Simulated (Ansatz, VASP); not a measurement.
Given: the input of a run of Ansatz 0.2.0 on MnAs.

input.yaml

```yaml
crystal:
  lattice:
    - [3.71, 0.0, 0.0]
    - [-1.855, 3.212954248, 0.0]
    - [0.0, 0.0, 5.691]
  atoms:
    - { symbol: As, position: [0.6666666667, 0.3333333333, 0.75] }
    - { symbol: As, position: [0.3333333333, 0.6666666667, 0.25] }
    - { symbol: Mn, position: [0.0, 0.0, 0.5], spin: 4.0 }
    - { symbol: Mn, position: [0.0, 0.0, 0.0], spin: 4.0 }
hamiltonian:
  xc: blyp
  pseudopotentials: { kind: paw }
  dispersion: d3bj
magnetization:
  spin_polarized: true
kpoints:
  mp_grid: { grid: [8, 8, 5] }
scf:
  occupations: { method: fermi_dirac, width: 0.05 }
output:
  forces: true
  stress: true
relax:
  f_tol: 0.01
  max_steps: 40
  cell: { stress_tol: 0.05 }
```

Potentials or basis: Ansatz PAW.

Run with:

```console
$ ansatz run input.yaml --threads 2 --pin off --max-ram 5632MiB --backend cpu --events-out ev --progress --plain --runs-dir out
```

Set up the same calculation for VASP 6.6.1. Potentials there: VASP PAW PBE potentials, release 64 (As, Mn_pv).

As run (the cutoff follows the program's own potentials):

The input INCAR:

```
SYSTEM = MnAs
  AGGAC = 1.0
  AGGAX = 1.0
  ALDAC = 0.0
  ALDAX = 1.0
  ALGO = Normal
  EDIFF = 1E-6
  EDIFFG = -0.01
  ENCUT = 600
  GGA = B5
  IBRION = 2
  ISIF = 3
  ISMEAR = -1
  ISPIN = 2
  IVDW = 12
  LASPH = .TRUE.
  LCHARG = .FALSE.
  LMAXMIX = 4
  LORBIT = 11
  LREAL = .FALSE.
  LWAVE = .FALSE.
  MAGMOM = 0 0 4 4
  NELM = 150
  NSW = 60
  PREC = Accurate
  SIGMA = 0.05
  VDW_A1 = 0.4298
  VDW_A2 = 4.2359
  VDW_S6 = 1.0
  VDW_S8 = 2.6996
```

Contents of KPOINTS:

```
k-points
0
G
  8 8 5
  0 0 0
```

File POSCAR:

```
MnAs
1.0
    3.7100000000      0.0000000000      0.0000000000
   -1.8550000000      3.2129542480      0.0000000000
    0.0000000000      0.0000000000      5.6910000000
As Mn
2 2
Direct
    0.6666666667      0.3333333333      0.7500000000
    0.3333333333      0.6666666667      0.2500000000
    0.0000000000      0.0000000000      0.5000000000
    0.0000000000      0.0000000000      0.0000000000
```

Potentials or basis: VASP PAW PBE potentials, release 64 (As, Mn_pv).

The run is started by

```console
$ cat potpaw_PBE.64/As/POTCAR potpaw_PBE.64/Mn_pv/POTCAR > POTCAR
$ mpirun -np 1 vasp_std > vasp.out
```

Both were run:

|  | VASP | Ansatz | Ansatz less VASP |
| --- | --- | --- | --- |
| net moment per atom (μB) | 1.30 | 1.30 | +0.003 |
| size of the moment on the site where the two differ most (μB) | 2.65 | 2.59 | -0.059 |
| relaxed volume (Å³/atom) | 15.34 | 15.30 | -0.047 |
| relaxed length of the cell vector where the two differ most in proportion (Å) | 3.608 | 3.602 | -0.0053 |

VASP's potentials were made for PBE, not for BLYP. Site moments also hang on the region over which each program counts them. VASP's potentials hold 36 valence electrons a cell and Ansatz's 60, so a difference there can come from the potentials and not from the codes.

Noted on Ansatz's run: the plane-wave basis is chosen anew once the cell has moved, so the energies of steps on either side of that aren't comparable.
